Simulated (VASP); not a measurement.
# WC (P-6m2) in VASP: further runs

The runs below take WC through single point, with PBEsol.

All numbers are computed with VASP 6.6.1; they aren't measurements. Logs are shortened: lines on timing, memory, paths and dates and some standing lists are left out, and cuts for length are marked.

### Step 1. The cell of the first run

It takes space group P-6m2 (No. 187, hexagonal). The conventional cell has a = 3.012 Å, b = 3.012 Å, c = 2.980 Å, α = 90.00°, β = 90.00°, γ = 120.00°. W (site symmetry -6m2) has 6 C at 2.29 Å and 8 W at 2.98 to 3.01 Å within 3.1 Å. Within 3.1 Å of C (site symmetry -6m2) lie 6 W at 2.29 Å and 8 C at 2.98 to 3.01 Å.

### Step 2. Single point, PBEsol (strained)

Contents of INCAR:

```
SYSTEM = WC
ALGO = Normal ; EDIFF = 1E-7
ENCUT = 520 ; GGA = PS
ISIF = 2 ; ISMEAR = 0
LASPH = .TRUE. ; LCHARG = .FALSE.
LREAL = .FALSE. ; LWAVE = .FALSE.
NBANDS = 16 ; NELM = 60
PREC = Accurate ; SIGMA = 0.1
```

Contents of KPOINTS:

```
k-points
0
G
  18 18 14
  0 0 0
```

Contents of POSCAR:

```
WC
1.0
    3.0115616360      0.0000000000      0.0000000000
   -1.5057808180      2.6080888818      0.0000000000
    0.0000000000      0.0000000000      2.9797574100
W C
1 1
Direct
    0.0000000000      0.0000000000      0.0000000000
    0.6666666667      0.3333333333      0.5000000000
```

Potentials or basis: VASP PAW PBE potentials, release 64 (W_sv, C).

Command:

```bash
cat potpaw_PBE.64/W_sv/POTCAR potpaw_PBE.64/C/POTCAR > POTCAR
mpirun -np 1 vasp_std > vasp.out
```

OUTCAR:

```text
SYSTEM = WC
   EDIFF = 1E-7
   ENCUT = 520
   GGA = PS
   ISIF = 2
   ISMEAR = 0
   LASPH = .TRUE.
   LREAL = .FALSE.
   NELM = 60
   PREC = Accurate

 ion  position               nearest neighbor table
   1  0.000  0.000  0.000-   2 2.29   2 2.29   2 2.29   2 2.29   2 2.29   2 2.29
   2  0.667  0.333  0.500-   1 2.29   1 2.29   1 2.29   1 2.29   1 2.29   1 2.29

  LATTYP: Found a hexagonal cell.
 ALAT       =     3.0115616360
 C/A-ratio  =     0.9894392910

  Lattice vectors:

 A1 = (   3.0115616360,   0.0000000000,   0.0000000000)
 A2 = (  -1.5057808180,   2.6080888818,   0.0000000000)
 A3 = (   0.0000000000,   0.0000000000,   2.9797574100)

Analysis of symmetry for initial positions (statically):
=====================================================================
 Subroutine PRICEL returns:
 Original cell was already a primitive cell.

 Routine SETGRP: Setting up the symmetry group for a
 hexagonal supercell.

 Subroutine GETGRP returns: Found 12 space group operations
 (whereof 12 operations were pure point group operations)
 out of a pool of 24 trial point group operations.

The static configuration has the point symmetry D_3h.

Analysis of symmetry for dynamics (positions and initial velocities):
=====================================================================
 Subroutine PRICEL returns:
 Original cell was already a primitive cell.

 Routine SETGRP: Setting up the symmetry group for a
 hexagonal supercell.

 Subroutine GETGRP returns: Found 12 space group operations
 (whereof 12 operations were pure point group operations)
 out of a pool of 24 trial point group operations.

The dynamic configuration has the point symmetry D_3h.

 Subroutine INISYM returns: Found 12 space group operations
 (whereof 12 operations are pure point group operations),
 and found     1 'primitive' translations

----------------------------------------------------------------------------------------

                                     Primitive cell

  volume of cell :      23.4043

  direct lattice vectors                    reciprocal lattice vectors
     3.011561636  0.000000000  0.000000000     0.332053639  0.191711258  0.000000000
    -1.505780818  2.608088882  0.000000000     0.000000000  0.383422516  0.000000000
     0.000000000  0.000000000  2.979757410     0.000000000  0.000000000  0.335597789

  length of vectors
     3.011561636  3.011561636  2.979757410     0.383422516  0.383422516  0.335597789

  position of ions in fractional coordinates (direct lattice)
     0.000000000  0.000000000  0.000000000
     0.666666667  0.333333333  0.500000000

  ion indices of the primitive-cell ions
   primitive index   ion index
                 1           1
                 2           2

----------------------------------------------------------------------------------------

 KPOINTS: k-points

Automatic generation of k-mesh.
 Grid dimensions read from file:
 generate k-points for:   18   18   14

 Generating k-lattice:

  Cartesian coordinates                     Fractional coordinates (reciprocal lattice)
     0.018447424  0.010650625  0.000000000     0.055555556 -0.000000000  0.000000000
     0.000000000  0.021301251  0.000000000     0.000000000  0.055555556  0.000000000
     0.000000000  0.000000000  0.023971271     0.000000000  0.000000000  0.071428571

  Length of vectors
     0.021301251  0.021301251  0.023971271

  Shift w.r.t. Gamma in fractional coordinates (k-lattice)
     0.000000000  0.000000000  0.000000000

 Subroutine IBZKPT returns following result:
 ===========================================

 Found    296 irreducible k-points:

 Following reciprocal coordinates:
            Coordinates               Weight
  0.000000  0.000000  0.000000      1.000000
  0.055556 -0.000000  0.000000      6.000000
  0.111111 -0.000000  0.000000      6.000000
  0.166667  0.000000  0.000000      6.000000
  0.222222  0.000000  0.000000      6.000000
  0.277778  0.000000  0.000000      6.000000
[... 16 lines left out ...]
  0.333333  0.111111  0.000000     12.000000
  0.388889  0.111111  0.000000     12.000000
 [... further k-points ...]
   k-points           NKPTS =    296   k-points in BZ     NKDIM =    296   number of bands    NBANDS=     16
   number of dos      NEDOS =    301   number of ions     NIONS =      2
   total plane-waves  NPLWV =  13824
   dimension x,y,z NGX =    24 NGY =   24 NGZ =   24
   dimension x,y,z NGXF=    48 NGYF=   48 NGZF=   48
   ions per type =               1   1
   NGX,Y,Z   is equivalent  to a cutoff of  13.25, 13.25, 13.39 a.u.
   NGXF,Y,Z  is equivalent  to a cutoff of  26.50, 26.50, 26.78 a.u.
 SYSTEM =  WC
   PREC   = accura    normal or accurate (medium, high low for compatibility)
   ISTART =      0    job   : 0-new  1-cont  2-samecut
   ICHARG =      2    charge: 1-file 2-atom 10-const
   ISPIN  =      1    spin polarized calculation?
   LNONCOLLINEAR =      F non collinear calculations
   LSORBIT =      F    spin-orbit coupling
   LASPH  =      T    aspherical Exc in radial PAW
   ENCUT  =  520.0 eV  38.22 Ry    6.18 a.u.   5.60  5.60  5.54*2*pi/ulx,y,z
   NELM   =     60;   NELMIN=  2; NELMDL= -5     # of ELM steps
   EDIFF  = 0.1E-06   stopping-criterion for ELM
   LREAL  =      F    real-space projection
   EDIFFG = 0.1E-05   stopping-criterion for IOM
   NSW    =      0    number of steps for IOM
   IBRION =     -1    ionic relax: 0-MD 1-quasi-New 2-CG
   NFREE  =      0    steps in history (QN), initial steepest desc. (CG)
   ISIF   =      2    stress and relaxation
   ISYM   =      2    0-nonsym 1-usesym 2-fastsym
   POTIM  = 0.5000    time-step for ionic-motion
   TEBEG  =    0.0;   TEEND  =   0.0 temperature during run
   PSTRESS=    0.0 pullay stress
   NELECT =      18.0000    total number of electrons
   NUPDOWN=      -1.0000    fix difference up-down
   EMIN   =  10.00;   EMAX   =-10.00  energy-range for DOS
   EFERMI =   0.00;   METHOD = LEGACY
   ISMEAR =     0;   SIGMA  =   0.10  broadening in eV -4-tet -1-fermi 0-gaus
   EFERMI_NEDOS =   21; number of points for ismear=-14 and -15
   IALGO  =     38    algorithm
   IMIX   =      4    mixing-type and parameters
     AMIX     =   0.40;   BMIX     =  1.00
     AMIX_MAG =   1.60;   BMIX_MAG =  1.00
  volume/ion in A,a.u.               =      11.70        78.97
  Fermi-wavevector in a.u.,A,eV,Ry     =   1.499917  2.834433 30.609733  2.249752
  Thomas-Fermi vector in A             =   2.611485
   LORBIT       =      0    0 simple, 1 ext, 2 COOP (PROOUT), +10 PAW based schemes
   GGA     = PS    functional components
   LHFCALC =     F    Hartree Fock is set to
   AEXX    =    0.0000 exact exchange contribution
   IVDW    =     0    specifies the selected vdW correction
   LEPSILON=     F    determine dielectric tensor
   LRPA    =     F    only Hartree local field effects (RPA)
 non-spin polarized calculation
 Gauss-broadening in eV      SIGMA  =   0.10
  energy-cutoff  :      520.00
  volume of cell :       23.40
 maximum number of plane-waves:       653
 NGX is ok and might be reduce to    24
   NGX = 11   NGY = 11   NGZ = 11

 number of electron      17.9999998 magnetization

 Free energy of the ion-electron system (eV)
  ---------------------------------------------------
  ext. energy  EPLUGINS =         0.00000000
  ---------------------------------------------------
  free energy    TOTEN  =       -23.50760838 eV

  energy without entropy =      -23.50612294  energy(sigma->0) =      -23.50686566

 E-fermi :   9.2522     XC(G=0): -13.2774

 val. band max:        9.2467487526   @ k =   0.0556  -0.0000   0.2143
 cond. band min:       9.2571377137   @ k =   0.0000   0.0000   0.0714
 fundamental gap:      0.0103889611
 Fermi energy:         9.2521621281

 k-point     1 :       0.0000    0.0000    0.0000
  band No.  band energies     occupation
      1     -64.9177      2.00000
      2     -28.9202      2.00000
      3     -28.8106      2.00000
      4     -28.8106      2.00000
      5      -4.2200      2.00000
      6       5.5724      2.00000
[... 8 lines left out ...]
     15      22.4641      0.00000
     16      25.0255      0.00000

 k-point     2 :       0.0556   -0.0000    0.0000
  band No.  band energies     occupation
      1     -64.9166      2.00000
      2     -28.9181      2.00000
      3     -28.8278      2.00000
      4     -28.8146      2.00000
      5      -4.1493      2.00000
      6       5.6070      2.00000
[... 8 lines left out ...]
     15      22.3439      0.00000
     16      25.1769      0.00000

 k-point     3 :       0.1111   -0.0000    0.0000
  band No.  band energies     occupation
      1     -64.9136      2.00000
      2     -28.9117      2.00000
      3     -28.8771      2.00000
      4     -28.8260      2.00000
      5      -3.9419      2.00000
      6       5.6112      2.00000
[... 8 lines left out ...]
     15      22.1408      0.00000
     16      25.6136      0.00000

 k-point     4 :       0.1667    0.0000    0.0000
  band No.  band energies     occupation
      1     -64.9089      2.00000
      2     -28.9518      2.00000
      3     -28.9020      2.00000
      4     -28.8435      2.00000
      5      -3.6119      2.00000
      6       5.2701      2.00000
[... 8 lines left out ...]
     15      22.0658      0.00000
     16      26.2859      0.00000
[... 324 lines left out ...]
 k-point    22 :       0.2778    0.1111    0.0000
  band No.  band energies     occupation
      1     -64.8900      2.00000
      2     -29.2232      2.00000
      3     -28.9411      2.00000
      4     -28.8622      2.00000
      5      -2.0099      2.00000
      6       3.6681      2.00000
[... 8 lines left out ...]
     15      23.0361      0.00000
     16      24.6698      0.00000

 k-point    23 :       0.3333    0.1111    0.0000
  band No.  band energies     occupation
      1     -64.8857      2.00000
      2     -29.2844      2.00000
      3     -28.9630      2.00000
      4     -28.8530      2.00000
      5      -1.5387      2.00000
      6       3.2992      2.00000
[... 8 lines left out ...]
     15      22.3481      0.00000
     16      24.9834      0.00000

 k-point    24 :       0.3889    0.1111    0.0000
  band No.  band energies     occupation
      1     -64.8828      2.00000
      2     -29.3241      2.00000
      3     -28.9772      2.00000
      4     -28.8470      2.00000
      5      -1.1896      2.00000
      6       3.0402      2.00000
[... 8 lines left out ...]
     15      21.5247      0.00000
     16      25.4978      0.00000

 [... further k-points ...]

------------------------ aborting loop because EDIFF is reached ----------------------------------------

  FORCE on cell =-STRESS in cart. coord.  units (eV):
  Direction    XX          YY          ZZ          XY          YZ          ZX
  --------------------------------------------------------------------------------------
  -------------------------------------------------------------------------------------
  Total       -5.1269398     -5.1269398     -7.1963502      0.0000000     -0.0000000      0.0000000
  in kB     -350.9730292   -350.9730292   -492.6379011      0.0000000     -0.0000000      0.0000000
  external PRESSURE =    -398.1946531 kB  Pullay stress =       0.0000000 kB

 VOLUME and BASIS-vectors are now :
 -----------------------------------------------------------------------------
  energy-cutoff  :      520.00
  volume of cell :       23.40
      direct lattice vectors                 reciprocal lattice vectors
     3.011561636  0.000000000  0.000000000     0.332053639  0.191711258  0.000000000
    -1.505780818  2.608088882  0.000000000     0.000000000  0.383422516  0.000000000
     0.000000000  0.000000000  2.979757410     0.000000000  0.000000000  0.335597789

 POSITION                                       TOTAL-FORCE (eV/Angst)
 -----------------------------------------------------------------------------------
      0.00000      0.00000      0.00000         0.000000     -0.000000      0.000000
      1.50578      0.86936      1.48988        -0.000000      0.000000      0.000000
 -----------------------------------------------------------------------------------
    total drift:                               -0.000000      0.000000      0.000000

  FREE ENERGIE OF THE ION-ELECTRON SYSTEM (eV)
  ---------------------------------------------------
  free  energy   TOTEN  =       -23.5076083830 eV

  energy  without entropy=      -23.5061229441  energy(sigma->0) =      -23.50686566
```

Wall time 26 s (1 thread of Intel Xeon 6975P-C (Granite Rapids), shared host); peak memory 0.23 GiB.

Results:

```
Free energy            : -23.5076 eV
Pressure               : -39.8 GPa
Band gap on the k mesh : zero (bands 9 and 10 overlap by 1.03 eV)
```

Stress tensor (GPa, compression positive):
```
-35.10   0.00   0.00
  0.00 -35.10   0.00
  0.00   0.00 -49.26
```

Caveat: the cell differs from its parent crystal (strained); the cell stands under tension; the PAW data sets were made with another functional, which shifts forces and pressure a little; spin-orbit coupling is left out, which moves the levels of the heavy elements.

### Step 3. Single point, PBEsol (10.08 Å³/atom)

This run uses another cell than the first one, of 10.08 Å³/atom.

Contents of INCAR:

```
SYSTEM = WC
ALGO = Normal ; EDIFF = 1E-7
ENCUT = 520 ; GGA = PS
ISIF = 2 ; ISMEAR = -1
LASPH = .TRUE. ; LCHARG = .FALSE.
LREAL = .FALSE. ; LWAVE = .FALSE.
NBANDS = 16 ; NELM = 100
PREC = Accurate ; SIGMA = 0.15
```

KPOINTS is that of step 2.

Contents of POSCAR:

```
WC
1.0
    2.8782212486      0.0000000000      0.0000000000
   -1.4391106243      2.4926127190      0.0000000000
    0.0000000000      0.0000000000      2.8108856273
W C
1 1
Direct
    0.0000000000      0.0000000000      0.0000000000
    0.6666666667      0.3333333333      0.5000000000
```

Potentials or basis: VASP PAW PBE potentials, release 64 (W_sv, C).

Command:

```bash
cat potpaw_PBE.64/W_sv/POTCAR potpaw_PBE.64/C/POTCAR > POTCAR
mpirun -np 1 vasp_std > vasp.out
```

Wall time 1.9 min (1 thread of Intel Xeon 8259CL, shared host); peak memory 0.22 GiB.

It converged, with:

```yaml
Free_energy: -23.8966 eV
Pressure: 10.0 GPa
Band_gap_on_the_k_mesh: zero (bands 9 and 10 overlap by 1.27 eV)
```

Stress tensor (GPa, compression positive):
```
 9.86  0.00  0.00
 0.00  9.86  0.00
 0.00  0.00 10.23
```

Levels at points of the mesh, in eV from the Fermi level:
```tsv
k point	band 5	band 6	band 7	band 8	band 9	band 10	band 11	band 12	band 13	band 14
(0.00, 0.00, 0.00)	-14.69	-4.54	-3.49	-3.49	0.07	3.32	3.32	5.77	5.77	6.56
(0.50, 0.00, 0.00)	-11.22	-7.21	-3.79	-3.77	-0.49	2.38	4.68	5.07	7.00	9.86
(0.00, 0.00, 0.50)	-10.45	-8.90	-2.12	-2.12	-0.67	-0.67	3.76	4.57	4.57	10.11
(0.50, 0.00, 0.50)	-11.50	-6.69	-4.50	-4.29	0.31	4.60	5.51	6.89	9.48	10.49
```

Caveat: the cell stands under pressure; the PAW data sets were made with another functional, which shifts forces and pressure a little; spin-orbit coupling is left out, which moves the levels of the heavy elements.
